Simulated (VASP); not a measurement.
# HfB (P6_3mc) in VASP: relaxation of cell and atoms with PBE

Aim: the relaxation of cell and atoms of HfB with PBE.

Program: VASP 6.6.1. These are calculated values, not measurements. Logs are shortened: lines on timing, memory, paths and dates and some standing lists are left out, and cuts for length are marked.

**1. The cell of the first run**

The structure is hexagonal, space group P6_3mc (No. 186). Conventional cell: a = 3.490 Å, b = 3.490 Å, c = 5.699 Å, α = 90.00°, β = 90.00°, γ = 120.00°. Hf (site symmetry 3m) has 4 B at 2.14 Å within 2.8 Å. B (site symmetry 3m) has 4 Hf at 2.14 Å within 2.8 Å.

**2. Relaxation of cell and atoms, PBE**

File INCAR:

```
SYSTEM = HfB
PREC = Accurate
ENCUT = 600
EDIFF = 1E-6
ISMEAR = -1
SIGMA = 0.1
LREAL = .False.
LASPH = .True.
NELM = 60
ALGO = Normal
ISIF = 3
LWAVE = .False.
LCHARG = .False.
GGA = PE
IBRION = 2
NSW = 80
EDIFFG = -0.03
```

File KPOINTS:

```
regular mesh
0
Gamma
  7 7 4
  0 0 0
```

File POSCAR:

```
HfB
1.0
    3.4900000000      0.0000000000      0.0000000000
   -1.7450000000      3.0224286592      0.0000000000
    0.0000000000      0.0000000000      5.6991700000
Hf B
2 2
Direct
    0.3333333333      0.6666666667      0.0000000000
    0.6666666667      0.3333333333      0.5000000000
    0.3333333333      0.6666666667      0.3750000000
    0.6666666667      0.3333333333      0.8750000000
```

Potentials or basis: VASP PAW PBE potentials, release 64 (Hf_pv, B).

Run with:

```sh
cat potpaw_PBE.64/Hf_pv/POTCAR potpaw_PBE.64/B/POTCAR > POTCAR
mpirun -np 1 vasp_std > vasp.out
```

OUTCAR:

```text
SYSTEM = HfB
   PREC = Accurate
   ENCUT = 600
   EDIFF = 1E-6
   ISMEAR = -1
   LREAL = .False.
   LASPH = .True.
   NELM = 60
   ISIF = 3
   GGA = PE
   IBRION = 2
   NSW = 80
   EDIFFG = -0.03

 ion  position               nearest neighbor table
   1  0.333  0.667  0.000-   4 2.14   4 2.14   4 2.14   3 2.14   2 3.49   2 3.49   2 3.49   2 3.49
                             2 3.49   2 3.49
   2  0.667  0.333  0.500-   3 2.14   3 2.14   3 2.14   4 2.14   1 3.49   1 3.49   1 3.49   1 3.49
                             1 3.49   1 3.49
   3  0.333  0.667  0.375-   2 2.14   2 2.14   2 2.14   1 2.14
   4  0.667  0.333  0.875-   1 2.14   1 2.14   1 2.14   2 2.14

  LATTYP: Found a hexagonal cell.
 ALAT       =     3.4900000000
 C/A-ratio  =     1.6330000000

  Lattice vectors:

 A1 = (   3.4900000000,   0.0000000000,   0.0000000000)
 A2 = (  -1.7450000000,   3.0224286592,   0.0000000000)
 A3 = (   0.0000000000,   0.0000000000,   5.6991700000)

Analysis of symmetry for initial positions (statically):
=====================================================================
 Subroutine PRICEL returns:
 Original cell was already a primitive cell.

 Routine SETGRP: Setting up the symmetry group for a
 hexagonal supercell.

 Subroutine GETGRP returns: Found 12 space group operations
 (whereof  6 operations were pure point group operations)
 out of a pool of 24 trial point group operations.

The static configuration has the point symmetry C_3v.
 The point group associated with its full space group is C_6v.

Analysis of symmetry for dynamics (positions and initial velocities):
=====================================================================
 Subroutine PRICEL returns:
 Original cell was already a primitive cell.

 Routine SETGRP: Setting up the symmetry group for a
 hexagonal supercell.

 Subroutine GETGRP returns: Found 12 space group operations
 (whereof  6 operations were pure point group operations)
 out of a pool of 24 trial point group operations.

The dynamic configuration has the point symmetry C_3v.
 The point group associated with its full space group is C_6v.

 Subroutine INISYM returns: Found 12 space group operations
 (whereof  6 operations are pure point group operations),
 and found     1 'primitive' translations

----------------------------------------------------------------------------------------

                                     Primitive cell

  volume of cell :      60.1164

  direct lattice vectors                    reciprocal lattice vectors
     3.490000000  0.000000000  0.000000000     0.286532951  0.165429877  0.000000000
    -1.745000000  3.022428659  0.000000000     0.000000000  0.330859753  0.000000000
     0.000000000  0.000000000  5.699170000     0.000000000  0.000000000  0.175464147

  length of vectors
     3.490000000  3.490000000  5.699170000     0.330859753  0.330859753  0.175464147

  position of ions in fractional coordinates (direct lattice)
     0.333333333  0.666666667  0.000000000
     0.666666667  0.333333333  0.500000000
     0.333333333  0.666666667  0.375000000
     0.666666667  0.333333333  0.875000000

  ion indices of the primitive-cell ions
   primitive index   ion index
                 1           1
                 2           2
                 3           3
                 4           4

----------------------------------------------------------------------------------------

 KPOINTS: regular mesh

Automatic generation of k-mesh.
 Grid dimensions read from file:
 generate k-points for:    7    7    4

 Generating k-lattice:

  Cartesian coordinates                     Fractional coordinates (reciprocal lattice)
     0.040933279  0.023632840  0.000000000     0.142857143  0.000000000  0.000000000
     0.000000000  0.047265679  0.000000000     0.000000000  0.142857143  0.000000000
     0.000000000  0.000000000  0.043866037     0.000000000  0.000000000  0.250000000

  Length of vectors
     0.047265679  0.047265679  0.043866037

  Shift w.r.t. Gamma in fractional coordinates (k-lattice)
     0.000000000  0.000000000  0.000000000

 Subroutine IBZKPT returns following result:
 ===========================================

 Found     24 irreducible k-points:

 Following reciprocal coordinates:
            Coordinates               Weight
  0.000000  0.000000  0.000000      1.000000
  0.142857  0.000000  0.000000      6.000000
  0.285714  0.000000  0.000000      6.000000
  0.428571  0.000000  0.000000      6.000000
  0.142857  0.142857  0.000000      6.000000
  0.285714  0.142857  0.000000     12.000000
[... 16 lines left out ...]
  0.428571  0.142857  0.500000      6.000000
  0.285714  0.285714  0.500000      6.000000
   k-points           NKPTS =     24   k-points in BZ     NKDIM =     24   number of bands    NBANDS=     17
   number of dos      NEDOS =    301   number of ions     NIONS =      4
   total plane-waves  NPLWV =  37632
   dimension x,y,z NGX =    28 NGY =   28 NGZ =   48
   dimension x,y,z NGXF=    56 NGYF=   56 NGZF=   96
   ions per type =               2   2
   NGX,Y,Z   is equivalent  to a cutoff of  13.34, 13.34, 14.00 a.u.
   NGXF,Y,Z  is equivalent  to a cutoff of  26.68, 26.68, 28.00 a.u.
 SYSTEM =  HfB
   PREC   = accura    normal or accurate (medium, high low for compatibility)
   ISTART =      0    job   : 0-new  1-cont  2-samecut
   ICHARG =      2    charge: 1-file 2-atom 10-const
   ISPIN  =      1    spin polarized calculation?
   LNONCOLLINEAR =      F non collinear calculations
   LSORBIT =      F    spin-orbit coupling
   LASPH  =      T    aspherical Exc in radial PAW
   ENCUT  =  600.0 eV  44.10 Ry    6.64 a.u.   6.97  6.97 11.38*2*pi/ulx,y,z
   NELM   =     60;   NELMIN=  2; NELMDL= -5     # of ELM steps
   EDIFF  = 0.1E-05   stopping-criterion for ELM
   LREAL  =      F    real-space projection
   EDIFFG = -.3E-01   stopping-criterion for IOM
   NSW    =     80    number of steps for IOM
   IBRION =      2    ionic relax: 0-MD 1-quasi-New 2-CG
   NFREE  =      1    steps in history (QN), initial steepest desc. (CG)
   ISIF   =      3    stress and relaxation
   ISYM   =      2    0-nonsym 1-usesym 2-fastsym
   POTIM  = 0.5000    time-step for ionic-motion
   TEBEG  =    0.0;   TEEND  =   0.0 temperature during run
   PSTRESS=    0.0 pullay stress
   NELECT =      26.0000    total number of electrons
   NUPDOWN=      -1.0000    fix difference up-down
   EMIN   =  10.00;   EMAX   =-10.00  energy-range for DOS
   EFERMI =   0.00;   METHOD = LEGACY
   ISMEAR =    -1;   SIGMA  =   0.10  broadening in eV -4-tet -1-fermi 0-gaus
   EFERMI_NEDOS =   21; number of points for ismear=-14 and -15
   IALGO  =     38    algorithm
   IMIX   =      4    mixing-type and parameters
     AMIX     =   0.40;   BMIX     =  1.00
     AMIX_MAG =   1.60;   BMIX_MAG =  1.00
  volume/ion in A,a.u.               =      15.03       101.42
  Fermi-wavevector in a.u.,A,eV,Ry     =   1.238041  2.339558 20.854258  1.532745
  Thomas-Fermi vector in A             =   2.372583
   LORBIT       =      0    0 simple, 1 ext, 2 COOP (PROOUT), +10 PAW based schemes
   GGA     = PE    functional components
   LHFCALC =     F    Hartree Fock is set to
   AEXX    =    0.0000 exact exchange contribution
   IVDW    =     0    specifies the selected vdW correction
   LEPSILON=     F    determine dielectric tensor
   LRPA    =     F    only Hartree local field effects (RPA)
 conjugate gradient relaxation of ions
 non-spin polarized calculation
  energy-cutoff  :      600.00
  volume of cell :       60.12
 maximum number of plane-waves:      2027
 NGX is ok and might be reduce to    28
   NGX = 13   NGY = 13   NGZ = 23

--------------------------------------- Ionic step        1  -------------------------------------------

 number of electron      26.0000000 magnetization

 Free energy of the ion-electron system (eV)
  ---------------------------------------------------
  ext. energy  EPLUGINS =         0.00000000
  ---------------------------------------------------
  free energy    TOTEN  =       -30.45747218 eV

  energy without entropy =      -30.37922646  energy(sigma->0) =      -30.41834932

------------------------ aborting loop because EDIFF is reached ----------------------------------------

  FORCE on cell =-STRESS in cart. coord.  units (eV):
  Direction    XX          YY          ZZ          XY          YZ          ZX
  --------------------------------------------------------------------------------------
  -------------------------------------------------------------------------------------
  Total       10.8196246     10.8196246      8.3182988     -0.0000000      0.0000000      0.0000000
  in kB      288.3564541    288.3564541    221.6930107     -0.0000000      0.0000000      0.0000000
  external PRESSURE =     266.1353063 kB  Pullay stress =       0.0000000 kB
[... 23 lines left out ...]
  energy  without entropy=      -30.3792264631  energy(sigma->0) =      -30.41834932

--------------------------------------- Ionic step        2  -------------------------------------------

 number of electron      26.0000000 magnetization

 E-fermi :   1.8413     XC(G=0):  -9.6747

 val. band max:        1.8206220550   @ k =   0.4286   0.0000   0.2500
 cond. band min:       1.8638116509   @ k =   0.2857   0.0000   0.2500
 fundamental gap:      0.0431895959
 Fermi energy:         1.8413079775

 k-point     1 :       0.0000    0.0000    0.0000
  band No.  band energies     occupation
      1     -28.6238      2.00000
      2     -28.5332      2.00000
      3     -28.5332      2.00000
      4     -28.5216      2.00000
      5     -28.5155      2.00000
      6     -28.5155      2.00000
[... 9 lines left out ...]
     16       4.0074      0.00000
     17       5.5322      0.00000
[... 527 lines left out ...]
  FREE ENERGIE OF THE ION-ELECTRON SYSTEM (eV)
  ---------------------------------------------------
  free  energy   TOTEN  =       -31.3502971084 eV

  energy  without entropy=      -31.2495260707  energy(sigma->0) =      -31.29991159

[... ionic steps 4 to 26 ...]

--------------------------------------- Ionic step       27  -------------------------------------------

 number of electron      26.0000001 magnetization

------------------------ aborting loop because EDIFF is reached ----------------------------------------

  FORCE on cell =-STRESS in cart. coord.  units (eV):
  Direction    XX          YY          ZZ          XY          YZ          ZX
  --------------------------------------------------------------------------------------
  -------------------------------------------------------------------------------------
  Total        0.0511866      0.0511866     -0.1710857      0.0000000      0.0000000      0.0000000
  in kB        1.1857529      1.1857529     -3.9632491      0.0000000      0.0000000      0.0000000
  external PRESSURE =      -0.5305811 kB  Pullay stress =       0.0000000 kB
[... 61 lines left out ...]
  energy  without entropy=      -32.5040953239  energy(sigma->0) =      -32.58845783

--------------------------------------- Ionic step       29  -------------------------------------------

 number of electron      26.0000001 magnetization

 Free energy of the ion-electron system (eV)
  ---------------------------------------------------
  ext. energy  EPLUGINS =         0.00000000
  ---------------------------------------------------
  free energy    TOTEN  =       -32.67297632 eV

  energy without entropy =      -32.50491995  energy(sigma->0) =      -32.58894813

 E-fermi :   2.7479     XC(G=0): -10.5094

 val. band max:        2.7373778298   @ k =   0.4286   0.1429   0.2500
 cond. band min:       2.7787761704   @ k =   0.1429   0.1429   0.0000
 fundamental gap:      0.0413983406
 Fermi energy:         2.7479383200

 k-point     1 :       0.0000    0.0000    0.0000
  band No.  band energies     occupation
      1     -26.9622      2.00000
      2     -26.9006      2.00000
      3     -26.9006      2.00000
      4     -26.7638      2.00000
      5     -26.7638      2.00000
      6     -26.6071      2.00000
[... 9 lines left out ...]
     16       5.8756      0.00000
     17       6.4672      0.00000
[... 489 lines left out ...]
  FREE ENERGIE OF THE ION-ELECTRON SYSTEM (eV)
  ---------------------------------------------------
  free  energy   TOTEN  =       -32.6729763203 eV

  energy  without entropy=      -32.5049199453  energy(sigma->0) =      -32.58894813

 reached required accuracy - stopping structural energy minimisation
```

Wall time 9.4 min (1 thread of Intel Xeon Platinum 8488C (Sapphire Rapids), shared host); peak memory 0.22 GiB.

What came out:

```yaml
Free_energy: -32.6730 eV
Relaxed_volume: 17.29 Å³/atom
Relaxed_cell: a = 4.089 Å, b = 4.089 Å, c = 4.775 Å, α = 90.00°, β = 90.00°, γ = 120.00°
Space_group_after_relaxing_to_0.05_Å: P6_3/mmc (No. 194)
Energy_gained_by_relaxing: 553.9 meV/atom
Ionic_steps: 29
Pressure_after_relaxing: 0.0 GPa
Band_gap_on_the_k_mesh: zero (band 13 reaches 3.06 eV, above the bottom of band 14 at 1.37 eV)
```

Step by step:
| step | energy change (eV) | largest force (eV/Å) | pressure (GPa) | volume (Å³) |
| --- | --- | --- | --- | --- |
| 1 | 0.0000 | 0.6265 | 26.61 | 60.12 |
| 2 | -0.3212 | 0.0514 | -13.17 | 84.54 |
| 3 | -0.8928 | 0.2568 | -0.91 | 72.29 |
| 4 | -0.8931 | 0.2624 | -0.53 | 72.03 |
| 5 | -0.9635 | 0.5366 | -0.68 | 71.94 |
| 6 | -1.1278 | 1.5715 | -0.16 | 71.36 |
| 7 | -0.9077 | 4.3630 | 7.57 | 68.74 |
| 8 | -1.1048 | 2.8920 | 2.51 | 70.42 |
| 9 | -1.1107 | 2.8993 | 2.50 | 70.42 |
| 10 | -1.1282 | 2.9222 | 2.48 | 70.43 |
| 11 | -1.1621 | 2.9704 | 2.46 | 70.44 |
| 12 | -1.2259 | 3.0633 | 2.50 | 70.42 |
| 13 | -1.3244 | 3.1845 | 2.94 | 70.27 |
| 14 | -1.1122 | 3.1061 | 7.55 | 69.42 |
| 15 | -1.2901 | 3.3548 | 3.64 | 70.11 |
| 16 | -1.2653 | 3.3311 | 4.89 | 69.84 |
| 17 | -1.4074 | 2.8012 | 4.07 | 70.12 |
| 18 | -1.5687 | 1.1867 | 3.13 | 70.95 |
| 19 | -1.7100 | 1.0516 | 1.68 | 71.17 |
| 20 | -1.9943 | 0.7357 | -1.51 | 71.76 |
| 21 | -2.1293 | 0.3380 | -5.64 | 72.67 |
| 22 | -2.1391 | 0.4029 | -4.88 | 72.50 |
| 23 | -2.1741 | 0.3478 | -3.42 | 71.42 |
| 24 | -2.2085 | 0.2301 | -0.12 | 69.24 |
| 25 | -2.2092 | 0.2091 | 0.49 | 68.87 |
| 26 | -2.2118 | 0.1590 | 0.35 | 68.94 |
| 27 | -2.2153 | 0.0089 | -0.05 | 69.16 |
| 28 | -2.2153 | 0.0015 | -0.05 | 69.17 |
| 29 | -2.2155 | 0.0015 | 0.00 | 69.15 |

Final structure:
```yaml
crystal:
  lattice:
    - [4.08944, 0.00000, 0.00000]
    - [-2.04472, 3.54155, 0.00000]
    - [0.00000, 0.00000, 4.77477]
  atoms:
    - { symbol: Hf, position: [0.33333, 0.66667, 0.93748] }
    - { symbol: Hf, position: [0.66667, 0.33333, 0.43748] }
    - { symbol: B, position: [0.33333, 0.66667, 0.43752] }
    - { symbol: B, position: [0.66667, 0.33333, 0.93752] }
```

Levels at points of the mesh, in eV from the Fermi level:
| k point | band 9 | band 10 | band 11 | band 12 | band 13 | band 14 | band 15 | band 16 | band 17 |
| --- | --- | --- | --- | --- | --- | --- | --- | --- | --- |
| (0.00, 0.00, 0.00) | -0.90 | -0.90 | -0.86 | -0.86 | -0.48 | 1.70 | 1.70 | 3.13 | 3.72 |
| (0.00, 0.00, 0.50) | -1.42 | -1.42 | -1.42 | -1.42 | -1.38 | -1.38 | 4.64 | 4.64 | 4.64 |

Caveat: the volume moved by over 15 % at a fixed basis, so the end points are rough; spin-orbit coupling is left out, which moves the levels of the heavy elements.
